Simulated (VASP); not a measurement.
Wanted: the native input for a VASP 6.6.1 run.

* Task: relaxation of volume and atoms at fixed shape
* Functional: PBEsol
* Potentials or basis: VASP PAW PBE potentials, release 64 (Mg, Cd, Te)
* Cutoff: 500 eV
* k mesh: 1 × 1 × 1, shifted
* Occupations: fermi-dirac, width 0.05 eV
* Spin: no spin polarisation
* Dipole correction: no
* Further INCAR settings: LREAL = Auto; ALGO = Normal; EDIFF = 1e-07; ISYM = -1; IBRION = 2; EDIFFG = -0.03; NSW = 100; ISIF = 8

The structure of Mg3CdTe4 lies in POSCAR:

```
Mg3CdTe4
1.0
   12.9028520000      0.0000000000      0.0000000000
    0.0000000000     12.9028520000      0.0000000000
    0.0000000000      0.0000000000     12.9028520000
Mg Cd Te
24 8 32
Direct
    0.0018540000      0.0018780000      0.0006140000
    0.0020800000      0.0003910000      0.5008730000
    0.0027050000      0.5010450000      0.4983970000
    0.5020380000      0.0011310000      0.9996430000
    0.5022020000      0.9997610000      0.5005120000
    0.5009870000      0.4988840000      0.0010510000
    0.5010450000      0.4992310000      0.4995870000
    0.2487170000      0.2512060000      0.0011510000
    0.2522340000      0.7515380000      0.5003930000
    0.7504760000      0.2523080000      0.9992140000
    0.7513020000      0.2487070000      0.4997290000
    0.7500570000      0.7498310000      0.0007400000
    0.2493220000      0.9985980000      0.2491850000
    0.2492370000      0.4985610000      0.2500160000
    0.2496390000      0.5010510000      0.7516210000
    0.7514520000      0.9993150000      0.7509660000
    0.7502270000      0.4992610000      0.2502480000
    0.7485550000      0.4971960000      0.7505450000
    0.0009230000      0.2504650000      0.2496430000
    0.9983960000      0.2495870000      0.7511950000
    0.9978150000      0.7502890000      0.2515390000
    0.5000580000      0.2501470000      0.2488110000
    0.5004520000      0.2520470000      0.7491940000
    0.4977620000      0.7478320000      0.7512820000
    0.9990680000      0.4988410000      0.0003770000
    0.2487180000      0.2524750000      0.5005270000
    0.2526570000      0.7509420000      0.9990410000
    0.7483970000      0.7515920000      0.4969390000
    0.2480240000      0.9965820000      0.7510250000
    0.7512130000      0.9990240000      0.2465440000
    0.9986560000      0.7498790000      0.7482760000
    0.4998200000      0.7485620000      0.2477380000
    0.1252070000      0.1239150000      0.1251950000
    0.1229470000      0.1284610000      0.6242830000
    0.1243580000      0.6253170000      0.1248640000
    0.1242770000      0.6240430000      0.6230040000
    0.6236630000      0.1270940000      0.1236600000
    0.6247010000      0.1235010000      0.6281700000
    0.6249230000      0.6255270000      0.1258940000
    0.6239270000      0.6286840000      0.6235580000
    0.3748280000      0.3756020000      0.1282160000
    0.3719040000      0.3763800000      0.6260010000
    0.3770920000      0.8775560000      0.1264230000
    0.3728000000      0.8765420000      0.6230840000
    0.8761920000      0.3774310000      0.1253730000
    0.8732570000      0.3741760000      0.6244650000
    0.8768920000      0.8763720000      0.1255670000
    0.8726030000      0.8736770000      0.6242580000
    0.3766140000      0.1261950000      0.3774720000
    0.3757440000      0.1250250000      0.8747040000
    0.3744630000      0.6227420000      0.3727660000
    0.3770030000      0.6238470000      0.8743610000
    0.8769970000      0.1255900000      0.3752000000
    0.8747740000      0.1238810000      0.8751490000
    0.8733760000      0.6231070000      0.3760620000
    0.8742740000      0.6229780000      0.8756450000
    0.1255580000      0.3779170000      0.3746460000
    0.1247160000      0.3770780000      0.8746940000
    0.1248650000      0.8770640000      0.3777920000
    0.1259410000      0.8739660000      0.8761900000
    0.6231210000      0.3716680000      0.3754510000
    0.6278250000      0.3721630000      0.8736510000
    0.6231570000      0.8740290000      0.3735590000
    0.6228020000      0.8737340000      0.8732440000
```

The input as run:

INCAR

```
SYSTEM = Mg3CdTe4
  PREC = Accurate
  ENCUT = 500
  EDIFF = 1E-7
  ISMEAR = -1
  SIGMA = 0.05
  LREAL = Auto
  LASPH = .True.
  NELM = 120
  ALGO = Normal
  ISIF = 8
  LWAVE = .False.
  LCHARG = .False.
  GGA = PS
  IBRION = 2
  NSW = 100
  EDIFFG = -0.03
  ISYM = -1
  GGA_COMPAT = .False.
  NELMIN = 4
  KPAR = 1
```

KPOINTS

```
explicit points
1
Reciprocal
  0.25000000   0.25000000   0.25000000 1
```

Potentials or basis: VASP PAW PBE potentials, release 64 (Mg, Cd, Te).

Command:

```console
$ cat potpaw_PBE.64/Mg/POTCAR potpaw_PBE.64/Cd/POTCAR potpaw_PBE.64/Te/POTCAR > POTCAR
$ mpirun -np 4 vasp_std > vasp.out
```

Results of the run:

```json
{"Relaxed volume": "33.63 Å³/atom", "Relaxed cell": "a = 12.912 Å, b = 12.912 Å, c = 12.912 Å, α = 90.00°, β = 90.00°, γ = 90.00°", "Space group after relaxing (to 0.1 Å)": "P1 (No. 1)", "Energy gained by relaxing": "3.3 meV/atom", "Ionic steps": "8", "Pressure after relaxing": "0.0 GPa", "Largest force after relaxing": "0.029 eV/Å", "Band gap on the k mesh": "2.54 eV"}
```

Caveat: the PAW data sets were made with another functional, which shifts forces and pressure a little; spin-orbit coupling is left out, which moves the levels of the heavy elements; a shifted mesh leaves out Γ, where band edges can lie.

It took 26 min on 4 MPI ranks on Intel(R) Xeon(R) Platinum 8259CL CPU @ 2.50GHz (Skylake/Cascade Lake), with other jobs on the host, peak memory 0.68 GiB a rank.
